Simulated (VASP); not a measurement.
Write the native input for VASP 6.6.1 that does the following.

- Task: single point
- Functional: PBE
- Dispersion: D4
- Potentials or basis: VASP PAW PBE potentials, release 64 (Ir)
- Cutoff: 500 eV
- k mesh: 10 × 10 × 10
- Occupations: gaussian, width 0.1 eV
- Spin: no spin polarisation
- Dipole correction: no
- Further INCAR settings: ALGO = Normal; EDIFF = 1e-06; NBANDS = 10

The structure of Ir lies in POSCAR:

```
Ir
1.0
    0.0000000000      1.9269646676      1.9269646676
    1.9269646676      0.0000000000      1.9269646676
    1.9269646676      1.9269646676      0.0000000000
Ir
1
Direct
    0.0000000000      0.0000000000      0.0000000000
```

These files were run (other wordings do the same):

INCAR

```
SYSTEM = Ir
PREC = Accurate ; ENCUT = 500
EDIFF = 1E-6 ; ISMEAR = 0
SIGMA = 0.1 ; LREAL = .FALSE.
LASPH = .TRUE. ; NELM = 120
ALGO = Normal ; ISIF = 2
LWAVE = .FALSE. ; LCHARG = .TRUE.
GGA = PE ; IVDW = 13
LELF = .TRUE. ; LVHAR = .TRUE.
NBANDS = 10 ; GGA_COMPAT = .FALSE.
```

KPOINTS

```
Automatic mesh
0
G
  10 10 10
  0 0 0
```

Potentials or basis: VASP PAW PBE potentials, release 64 (Ir).

Run with:

```bash
$ cat potpaw_PBE.64/Ir/POTCAR > POTCAR
$ mpirun -np 1 vasp_std > vasp.out
```

Results of the run:

```
Pressure                   : -4.1 GPa
Dispersion energy per atom : -0.914 eV
```

Caveat: pairwise dispersion overbinds metals, which lowers pressure and volume.

Run time: 11 s on 1 thread of Intel Xeon 8259CL, with other jobs on the host, peak memory 0.13 GiB.
